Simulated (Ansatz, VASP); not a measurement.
# InSe in VASP and in Ansatz

```
In Se
1.0
     2.13054    1.23007    7.45072
    -2.13054    1.23007    7.45072
     0.00000   -2.46014    7.45072
In Se
2 2
Direct
  0.00005 0.00005 0.00005
  0.11218 0.11218 0.11218
  0.61514 0.61514 0.61514
  0.83034 0.83034 0.83034
```

Alike in both runs: task single point; functional PBE; dispersion D3(BJ); k mesh 12 × 12 × 12; occupations gaussian, width 0.03 eV; no spin polarisation.

```csv
,VASP,Ansatz
version,VASP 6.6.1,Ansatz 0.2.0
potentials or method,"VASP PAW PBE potentials, release 64 (In_d, Se), cutoff 520 eV","scalar-relativistic, plane waves, PAW"
valence electrons in the cell,38,58
```

|  | VASP | Ansatz | Ansatz less VASP |
| --- | --- | --- | --- |
| gap on the k mesh at the Fermi level (eV) | 0.24 | 0.24 | -0.003 |
| least direct gap on the mesh (eV) | 0.28 | 0.29 | +0.006 |
| pressure (GPa) | 0.8 | 0.8 | -0.03 |
| traceless stress, the component that is largest in VASP (GPa) | 8.39 | 8.41 | +0.017 |
| rms of the force components (eV/Å) | 1.010 | 1.014 | +0.0046 |

Atom by atom the forces differ by 0.006 eV/Å (rms over components). VASP's potentials hold 38 valence electrons a cell and Ansatz's 58, so a difference there can come from the potentials and not from the codes.
